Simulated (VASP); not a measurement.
# Ti2Al6H in VASP: a series of runs

The runs below take Ti2Al6H through single point, with PBE+D3(BJ).

All numbers are computed with VASP 6.6.1; they aren't measurements. Logs are shortened: lines on timing, memory, paths and dates and some standing lists are left out, and cuts for length are marked.

## Step 1: The cell of the first run

The cell holds a slab with vacuum, 9 atoms: a = 5.024 Å, b = 5.024 Å, c = 21.219 Å, α = 90.00°, β = 90.00°, γ = 64.55°.

## Step 2: Single point, PBE+D3(BJ)

Input file INCAR:

```
SYSTEM = Ti2Al6H
PREC     = Accurate       ! precision mode
ENCUT    = 520            ! plane-wave cutoff, eV
EDIFF    = 1E-6           ! SCF threshold, eV
ISMEAR   = 0              ! smearing method
SIGMA    = 0.1            ! smearing width, eV
LREAL    = .FALSE.        ! projectors in reciprocal space
LASPH    = .TRUE.         ! aspherical terms in the spheres
NELM     = 60             ! most SCF steps
ALGO     = Normal         ! electronic algorithm
ISIF     = 2              ! what is computed and relaxed
LWAVE    = .FALSE.        ! write WAVECAR
LCHARG   = .FALSE.        ! write CHGCAR
LDIPOL   = .TRUE.       
IDIPOL   = 3            
DIPOL    = 0.5 0.5 0.311
GGA      = PE             ! functional
IVDW     = 12             ! dispersion correction
NBANDS   = 32             ! bands
```

Input file KPOINTS:

```
Automatic mesh
0
G
  6 6 1
  0 0 0
```

Input file POSCAR:

```
Ti2Al6H
1.0
    5.0241861190      0.0000000000      0.0000000000
    2.1588814530      4.5367033218      0.0000000000
    0.0000000000      0.0000000000     21.2187109014
Al Ti H
6 2 1
Direct
    0.5000000000      0.0000000000      0.1885128658
    0.0000000000      0.5000000000      0.1885128658
    0.0000000000      0.0000000000      0.2517328341
    0.0000000000      0.5000000000      0.3193548961
    0.5000000000      0.0000000000      0.3193548961
    0.5000000000      0.5000000000      0.3826203646
    0.5000000000      0.5000000000      0.2517328341
    0.0000000000      0.0000000000      0.3797002555
    0.5000000000      0.6666666667      0.5145793706
```

Potentials or basis: VASP PAW PBE potentials, release 64 (Al, Ti_sv, H).

On the command line:

```
> cat potpaw_PBE.64/Al/POTCAR potpaw_PBE.64/Ti_sv/POTCAR potpaw_PBE.64/H/POTCAR > POTCAR
> mpirun -np 1 vasp_std > vasp.out
```

OUTCAR:

```text
SYSTEM = Ti2Al6H
   PREC = Accurate
   ENCUT = 520
   EDIFF = 1E-6
   ISMEAR = 0
   LREAL = .FALSE.
   LASPH = .TRUE.
   NELM = 60
   ISIF = 2
   GGA = PE
   IVDW = 12
 IVDW          = 12

 ion  position               nearest neighbor table
   1  0.500  0.000  0.189-   2 2.68   2 2.68   5 2.78   7 2.85   7 2.85   3 2.85   3 2.85
   2  0.000  0.500  0.189-   1 2.68   1 2.68   4 2.78   3 2.85   3 2.85   7 2.85   7 2.85
   3  0.000  0.000  0.252-   7 2.68   7 2.68   8 2.72   2 2.85   2 2.85   1 2.85   1 2.85   4 2.89
                             4 2.89   5 2.89   5 2.89
   4  0.000  0.500  0.319-   5 2.68   5 2.68   2 2.78   8 2.82   8 2.82   6 2.85   6 2.85   3 2.89
                             3 2.89   7 2.89   7 2.89
   5  0.500  0.000  0.319-   4 2.68   4 2.68   1 2.78   8 2.82   8 2.82   6 2.85   6 2.85   7 2.89
                             7 2.89   3 2.89   3 2.89
   6  0.500  0.500  0.383-   8 2.68   8 2.68   7 2.78   5 2.85   5 2.85   4 2.85   4 2.85
   7  0.500  0.500  0.252-   3 2.68   3 2.68   6 2.78   1 2.85   1 2.85   2 2.85   2 2.85   5 2.89
                             5 2.89   4 2.89   4 2.89
   8  0.000  0.000  0.380-   6 2.68   6 2.68   3 2.72   4 2.82   4 2.82   5 2.82   5 2.82
   9  0.500  0.667  0.515-

  LATTYP: Found a base centered orthorhombic cell.
 ALAT       =     5.3657849248
 B/A-ratio  =     1.5833231892
 C/A-ratio  =     3.9544467769

  Lattice vectors:

 A1 = (  -2.1588814530,  -4.5367033218,   0.0000000000)
 A2 = (   5.0241861190,   0.0000000000,   0.0000000000)
 A3 = (   0.0000000000,   0.0000000000,  21.2187109014)

Analysis of symmetry for initial positions (statically):
=====================================================================
 Subroutine PRICEL returns:
 Original cell was already a primitive cell.

 Routine SETGRP: Setting up the symmetry group for a
 base centered orthorhombic supercell.

 Subroutine GETGRP returns: Found  1 space group operations
 (whereof  1 operations were pure point group operations)
 out of a pool of  8 trial point group operations.

The static configuration has the point symmetry C_1 .

Analysis of symmetry for dynamics (positions and initial velocities):
=====================================================================
 Subroutine PRICEL returns:
 Original cell was already a primitive cell.

 Routine SETGRP: Setting up the symmetry group for a
 base centered orthorhombic supercell.

 Subroutine GETGRP returns: Found  1 space group operations
 (whereof  1 operations were pure point group operations)
 out of a pool of  8 trial point group operations.

The dynamic configuration has the point symmetry C_1 .

 Subroutine INISYM returns: Found  1 space group operations
 (whereof  1 operations are pure point group operations),
 and found     1 'primitive' translations

----------------------------------------------------------------------------------------

                                     Primitive cell

  volume of cell :     483.6432

  direct lattice vectors                    reciprocal lattice vectors
     5.024186119  0.000000000  0.000000000     0.199037212 -0.094715858  0.000000000
     2.158881453  4.536703322  0.000000000     0.000000000  0.220424376  0.000000000
     0.000000000  0.000000000 21.218710901     0.000000000  0.000000000  0.047128216

  length of vectors
     5.024186119  5.024186119 21.218710901     0.220424376  0.220424376  0.047128216

  position of ions in fractional coordinates (direct lattice)
     0.500000000  0.000000000  0.188512866
     1.000000000  0.500000000  0.188512866
     0.000000000  0.000000000  0.251732834
     1.000000000  0.500000000  0.319354896
     0.500000000  0.000000000  0.319354896
     0.500000000  0.500000000  0.382620365
     0.500000000  0.500000000  0.251732834
     0.000000000  0.000000000  0.379700255
     0.500000000  0.666666667  0.514579371

  ion indices of the primitive-cell ions
   primitive index   ion index
                 1           1
                 2           2
                 3           3
                 4           4
                 5           5
                 6           6
                 7           7
                 8           8
                 9           9

----------------------------------------------------------------------------------------

 KPOINTS: Automatic mesh

Automatic generation of k-mesh.
 Grid dimensions read from file:
 generate k-points for:    6    6    1

 Generating k-lattice:

  Cartesian coordinates                     Fractional coordinates (reciprocal lattice)
     0.033172869 -0.015785976  0.000000000     0.166666667 -0.000000000  0.000000000
     0.000000000  0.036737396  0.000000000     0.000000000  0.166666667  0.000000000
     0.000000000  0.000000000  0.047128216     0.000000000  0.000000000  1.000000000

  Length of vectors
     0.036737396  0.036737396  0.047128216

  Shift w.r.t. Gamma in fractional coordinates (k-lattice)
     0.000000000  0.000000000  0.000000000

 Subroutine IBZKPT returns following result:
 ===========================================

 Found     20 irreducible k-points:

 Following reciprocal coordinates:
            Coordinates               Weight
  0.000000  0.000000  0.000000      1.000000
  0.166667  0.000000  0.000000      2.000000
  0.000000 -0.166667  0.000000      2.000000
  0.333333  0.000000  0.000000      2.000000
  0.000000 -0.333333  0.000000      2.000000
  0.500000  0.000000  0.000000      1.000000
[... 12 lines left out ...]
 -0.333333  0.333333  0.000000      2.000000
  0.500000  0.500000  0.000000      1.000000
   k-points           NKPTS =     20   k-points in BZ     NKDIM =     20   number of bands    NBANDS=     32
   number of dos      NEDOS =    301   number of ions     NIONS =      9
   total plane-waves  NPLWV = 256000
   dimension x,y,z NGX =    40 NGY =   40 NGZ =  160
   dimension x,y,z NGXF=    80 NGYF=   80 NGZF=  320
   ions per type =               6   2   1
   NGX,Y,Z   is equivalent  to a cutoff of  13.24, 13.24, 12.54 a.u.
   NGXF,Y,Z  is equivalent  to a cutoff of  26.47, 26.47, 25.07 a.u.
 SYSTEM =  Ti2Al6H
   PREC   = accura    normal or accurate (medium, high low for compatibility)
   ISTART =      0    job   : 0-new  1-cont  2-samecut
   ICHARG =      2    charge: 1-file 2-atom 10-const
   ISPIN  =      1    spin polarized calculation?
   LNONCOLLINEAR =      F non collinear calculations
   LSORBIT =      F    spin-orbit coupling
   LASPH  =      T    aspherical Exc in radial PAW
   ENCUT  =  520.0 eV  38.22 Ry    6.18 a.u.   9.34  9.34 39.45*2*pi/ulx,y,z
   NELM   =     60;   NELMIN=  2; NELMDL= -5     # of ELM steps
   EDIFF  = 0.1E-05   stopping-criterion for ELM
   LREAL  =      F    real-space projection
   EDIFFG = 0.1E-04   stopping-criterion for IOM
   NSW    =      0    number of steps for IOM
   IBRION =     -1    ionic relax: 0-MD 1-quasi-New 2-CG
   NFREE  =      0    steps in history (QN), initial steepest desc. (CG)
   ISIF   =      2    stress and relaxation
   ISYM   =      2    0-nonsym 1-usesym 2-fastsym
   POTIM  = 0.5000    time-step for ionic-motion
   TEBEG  =    0.0;   TEEND  =   0.0 temperature during run
   PSTRESS=    0.0 pullay stress
   NELECT =      43.0000    total number of electrons
   NUPDOWN=      -1.0000    fix difference up-down
   EMIN   =  10.00;   EMAX   =-10.00  energy-range for DOS
   EFERMI =   0.00;   METHOD = LEGACY
   ISMEAR =     0;   SIGMA  =   0.10  broadening in eV -4-tet -1-fermi 0-gaus
   EFERMI_NEDOS =   21; number of points for ismear=-14 and -15
   IALGO  =     38    algorithm
   IMIX   =      4    mixing-type and parameters
     AMIX     =   0.40;   BMIX     =  1.00
     AMIX_MAG =   1.60;   BMIX_MAG =  1.00
  volume/ion in A,a.u.               =      53.74       362.64
  Fermi-wavevector in a.u.,A,eV,Ry     =   0.730672  1.380770  7.263905  0.533882
  Thomas-Fermi vector in A             =   1.822700
   LORBIT       =      0    0 simple, 1 ext, 2 COOP (PROOUT), +10 PAW based schemes
   GGA     = PE    functional components
   LHFCALC =     F    Hartree Fock is set to
   AEXX    =    0.0000 exact exchange contribution
   IVDW    =    12    specifies the selected vdW correction
   LEPSILON=     F    determine dielectric tensor
   LRPA    =     F    only Hartree local field effects (RPA)
 non-spin polarized calculation
 Gauss-broadening in eV      SIGMA  =   0.10
  energy-cutoff  :      520.00
  volume of cell :      483.64
 maximum number of plane-waves:     13072
 NGX is ok and might be reduce to    40
   NGX = 19   NGY = 19   NGZ = 79

 dipolmoment           0.000000      0.000000     -0.066690 electrons x Angstroem

 number of electron      43.0000009 magnetization

 dipolmoment           0.000000      0.000000      0.197591 electrons x Angstroem

 Free energy of the ion-electron system (eV)
  ---------------------------------------------------
  ext. energy  EPLUGINS =         0.00000000
  ---------------------------------------------------
  free energy    TOTEN  =       -37.37445719 eV

  energy without entropy =      -37.34298515  energy(sigma->0) =      -37.35872117

 E-fermi :  -1.3078     XC(G=0):  -4.0480

 val. band max:       -1.3094068452   @ k =  -0.1667  -0.3333   0.0000
 cond. band min:      -1.3035724721   @ k =   0.3333   0.1667   0.0000
 fundamental gap:      0.0058343731
 Fermi energy:        -1.3077681695

 k-point     1 :       0.0000    0.0000    0.0000
  band No.  band energies     occupation
      1     -58.3030      2.00000
      2     -57.8957      2.00000
      3     -34.7570      2.00000
      4     -34.5639      2.00000
      5     -34.4336      2.00000
      6     -34.3121      2.00000
[... 24 lines left out ...]
     31       1.2770      0.00000
     32       1.5265      0.00000
[... 634 lines left out ...]
      2     -57.8957      2.00000
      3     -34.7568      2.00000
      4     -34.5650      2.00000
      5     -34.4340      2.00000
      6     -34.3119      2.00000
[... 24 lines left out ...]
     31       1.9164      0.00000
     32       2.0246      0.00000

------------------------ aborting loop because EDIFF is reached ----------------------------------------

 vacuum level on the upper side and lower side of the slab       (xc-potential included)         0.598        -0.921

 Edisp (eV)   -2.03054

 E8    (eV) :    -0.9660

  FORCE on cell =-STRESS in cart. coord.  units (eV):
  Direction    XX          YY          ZZ          XY          YZ          ZX
  --------------------------------------------------------------------------------------
  -------------------------------------------------------------------------------------
  Total      -4.38375    -2.66646    -5.79571    -1.75028    -0.47970    -0.60656
  in kB     -14.52217    -8.83324   -19.19958    -5.79819    -1.58910    -2.00935
  external pressure =      -14.18 kB  Pullay stress =        0.00 kB

 VOLUME and BASIS-vectors are now :
 -----------------------------------------------------------------------------
  energy-cutoff  :      520.00
  volume of cell :      483.64
      direct lattice vectors                 reciprocal lattice vectors
     5.024186119  0.000000000  0.000000000     0.199037212 -0.094715858  0.000000000
     2.158881453  4.536703322  0.000000000     0.000000000  0.220424376  0.000000000
     0.000000000  0.000000000 21.218710901     0.000000000  0.000000000  0.047128216

 POSITION                                       TOTAL-FORCE (eV/Angst)
 -----------------------------------------------------------------------------------
      2.51209      0.00000      4.00000         0.008492     -0.068809      0.553965
      1.07944      2.26835      4.00000        -0.054569      0.025913      0.559635
      0.00000      0.00000      5.34145        -0.021882      0.017571     -0.531744
      1.07944      2.26835      6.77630         0.054917     -0.007200      0.004309
      2.51209      0.00000      6.77630         0.008757      0.036858     -0.061609
      3.59153      2.26835      8.11871         0.074581      0.108516      0.524637
      3.59153      2.26835      5.34145         0.033985      0.069236     -0.338276
      0.00000      0.00000      8.05675         0.134577     -0.046940      0.586613
      3.95135      3.02447     10.91871        -0.238857     -0.135145     -1.297530
 -----------------------------------------------------------------------------------
    total drift:                                0.000016     -0.000014     -0.000345

  FREE ENERGIE OF THE ION-ELECTRON SYSTEM (eV)
  ---------------------------------------------------
  free  energy   TOTEN  =       -39.4050002092 eV

  energy  without entropy=      -39.3735281607  energy(sigma->0) =      -39.38926418

 vacuum level on the upper side and lower side of the slab         4.304         2.740
```

It took 4.9 min on 1 thread of AMD EPYC 9R45 (Zen 5), shared host; peak memory 0.66 GiB.

Results:

- Free energy: -39.4050 eV
- Largest force: 1.326 eV/Å
- Band gap on the k mesh: zero (an odd number of electrons rules out a gap without spin polarisation)
- Dispersion energy per atom: -0.226 eV

Forces on the atoms (eV/Å):
```
Al   0.008 -0.069  0.554
Al  -0.055  0.026  0.560
Al  -0.022  0.018 -0.532
Al   0.055 -0.007  0.004
Al   0.009  0.037 -0.062
Al   0.075  0.109  0.525
Ti   0.034  0.069 -0.338
Ti   0.135 -0.047  0.587
H   -0.239 -0.135 -1.298
```

Levels at points of the mesh, in eV from the Fermi level:
| k point | band 19 | band 20 | band 21 | band 22 | band 23 | band 24 |
| --- | --- | --- | --- | --- | --- | --- |
| (0.00, 0.00, 0.00) | -1.11 | -1.07 | -0.45 | -0.32 | -0.16 | 0.59 |
| (0.50, 0.00, 0.00) | -0.64 | -0.29 | -0.09 | 0.21 | 0.28 | 0.78 |
| (0.00, 0.50, 0.00) | -0.64 | -0.29 | -0.10 | 0.12 | 0.28 | 0.77 |
| (0.50, 0.50, 0.00) | -0.46 | -0.36 | 0.17 | 0.26 | 0.50 | 0.52 |

## Step 3: Single point, PBE+D3(BJ)

Input file INCAR:

```
SYSTEM = Ti2Al6H
  PREC = Accurate
  ENCUT = 520
  EDIFF = 1E-6
  ISMEAR = 0
  SIGMA = 0.1
  LREAL = .False.
  LASPH = .True.
  NELM = 100
  ALGO = Normal
  ISIF = 2
  LWAVE = .False.
  LCHARG = .False.
  LDIPOL = .True.
  IDIPOL = 3
  DIPOL = 0.5 0.5 0.311
  GGA = PE
  IVDW = 12
  NBANDS = 32
```

Input file KPOINTS:

```
Automatic mesh
0
Gamma
  6 6 1
  0 0 0
```

Edit POSCAR of step 2 so:

```diff
@@ -16,2 +16,2 @@
     0.0000000000      0.0000000000      0.3797002555
-    0.5000000000      0.6666666667      0.5145793706
+    0.6666666667      0.8333333333      0.5145793706
```

Potentials or basis: VASP PAW PBE potentials, release 64 (Al, Ti_sv, H).

On the command line:

```
> cat potpaw_PBE.64/Al/POTCAR potpaw_PBE.64/Ti_sv/POTCAR potpaw_PBE.64/H/POTCAR > POTCAR
> mpirun -np 1 vasp_std > vasp.out
```

OUTCAR:

```text
SYSTEM = Ti2Al6H
   PREC = Accurate
   ENCUT = 520
   EDIFF = 1E-6
   ISMEAR = 0
   LREAL = .False.
   LASPH = .True.
   NELM = 100
   ISIF = 2
   GGA = PE
   IVDW = 12
 IVDW          = 12

 ion  position               nearest neighbor table
   1  0.500  0.000  0.189-   2 2.68   2 2.68   5 2.78   7 2.85   7 2.85   3 2.85   3 2.85
   2  0.000  0.500  0.189-   1 2.68   1 2.68   4 2.78   3 2.85   3 2.85   7 2.85   7 2.85
   3  0.000  0.000  0.252-   7 2.68   7 2.68   8 2.72   2 2.85   2 2.85   1 2.85   1 2.85   4 2.89
                             4 2.89   5 2.89   5 2.89
   4  0.000  0.500  0.319-   5 2.68   5 2.68   2 2.78   8 2.82   8 2.82   6 2.85   6 2.85   3 2.89
                             3 2.89   7 2.89   7 2.89
   5  0.500  0.000  0.319-   4 2.68   4 2.68   1 2.78   8 2.82   8 2.82   6 2.85   6 2.85   7 2.89
                             7 2.89   3 2.89   3 2.89
   6  0.500  0.500  0.383-   8 2.68   8 2.68   7 2.78   5 2.85   5 2.85   4 2.85   4 2.85
   7  0.500  0.500  0.252-   3 2.68   3 2.68   6 2.78   1 2.85   1 2.85   2 2.85   2 2.85   5 2.89
                             5 2.89   4 2.89   4 2.89
   8  0.000  0.000  0.380-   6 2.68   6 2.68   3 2.72   4 2.82   4 2.82   5 2.82   5 2.82
   9  0.667  0.833  0.515-

  LATTYP: Found a base centered orthorhombic cell.
 ALAT       =     5.3657849248
 B/A-ratio  =     1.5833231892
 C/A-ratio  =     3.9544467769
[... 903 lines left out ...]

 vacuum level on the upper side and lower side of the slab       (xc-potential included)         0.795        -1.123

 Edisp (eV)   -2.03131

 E8    (eV) :    -0.9664

  FORCE on cell =-STRESS in cart. coord.  units (eV):
  Direction    XX          YY          ZZ          XY          YZ          ZX
  --------------------------------------------------------------------------------------
  -------------------------------------------------------------------------------------
  Total      -5.31659    -3.13691    -3.60232    -2.07459     0.01090    -0.05476
  in kB     -17.61240   -10.39171   -11.93351    -6.87255     0.03612    -0.18140
  external pressure =      -13.31 kB  Pullay stress =        0.00 kB

 VOLUME and BASIS-vectors are now :
 -----------------------------------------------------------------------------
  energy-cutoff  :      520.00
  volume of cell :      483.64
      direct lattice vectors                 reciprocal lattice vectors
     5.024186119  0.000000000  0.000000000     0.199037212 -0.094715858  0.000000000
     2.158881453  4.536703322  0.000000000     0.000000000  0.220424376  0.000000000
     0.000000000  0.000000000 21.218710901     0.000000000  0.000000000  0.047128216

 POSITION                                       TOTAL-FORCE (eV/Angst)
 -----------------------------------------------------------------------------------
      2.51209      0.00000      4.00000         0.000012     -0.032828      0.489771
      1.07944      2.26835      4.00000        -0.030108      0.012588      0.505240
      0.00000      0.00000      5.34145         0.003843      0.008743     -0.573761
      1.07944      2.26835      6.77630         0.040456     -0.005172      0.000155
      2.51209      0.00000      6.77630         0.021183      0.034296     -0.101041
      3.59153      2.26835      8.11871         0.028141      0.003299      0.291110
      3.59153      2.26835      5.34145         0.064972      0.038384     -0.461695
      0.00000      0.00000      8.05675        -0.158936     -0.092099      0.722920
      5.14853      3.78059     10.91871         0.030436      0.032789     -0.872699
 -----------------------------------------------------------------------------------
    total drift:                               -0.000036      0.000086     -0.000278

  FREE ENERGIE OF THE ION-ELECTRON SYSTEM (eV)
  ---------------------------------------------------
  free  energy   TOTEN  =       -39.1114494622 eV

  energy  without entropy=      -39.0793571648  energy(sigma->0) =      -39.09540331

 vacuum level on the upper side and lower side of the slab         4.565         2.601
```

Wall time 5.1 min (1 thread of AMD EPYC 9R45 (Zen 5), shared host); peak memory 0.66 GiB.

Results:

```yaml
Free_energy: -39.1114 eV
Largest_force: 0.874 eV/Å
Band_gap_on_the_k_mesh: zero (an odd number of electrons rules out a gap without spin polarisation)
Dispersion_energy_per_atom: -0.226 eV
```

Forces on the atoms (eV/Å):
```
Al   0.000 -0.033  0.490
Al  -0.030  0.013  0.505
Al   0.004  0.009 -0.574
Al   0.040 -0.005  0.000
Al   0.021  0.034 -0.101
Al   0.028  0.003  0.291
Ti   0.065  0.038 -0.462
Ti  -0.159 -0.092  0.723
H    0.030  0.033 -0.873
```

Levels at points of the mesh, in eV from the Fermi level:
| k point | band 18 | band 19 | band 20 | band 21 | band 22 | band 23 | band 24 | band 25 |
| --- | --- | --- | --- | --- | --- | --- | --- | --- |
| (0.00, 0.00, 0.00) | -1.13 | -1.08 | -1.04 | -0.46 | -0.20 | -0.18 | 0.61 | 0.84 |
| (0.50, 0.00, 0.00) | -0.75 | -0.65 | -0.28 | -0.11 | 0.10 | 0.27 | 0.77 | 0.97 |
| (0.00, 0.50, 0.00) | -0.65 | -0.63 | -0.32 | -0.12 | -0.05 | 0.28 | 0.77 | 0.95 |
| (0.50, 0.50, 0.00) | -0.78 | -0.38 | -0.35 | 0.15 | 0.28 | 0.52 | 0.61 | 0.64 |

[end of part 1 of 2]

The gap in the log of VASP goes by the Fermi energy; the results here count the filled bands.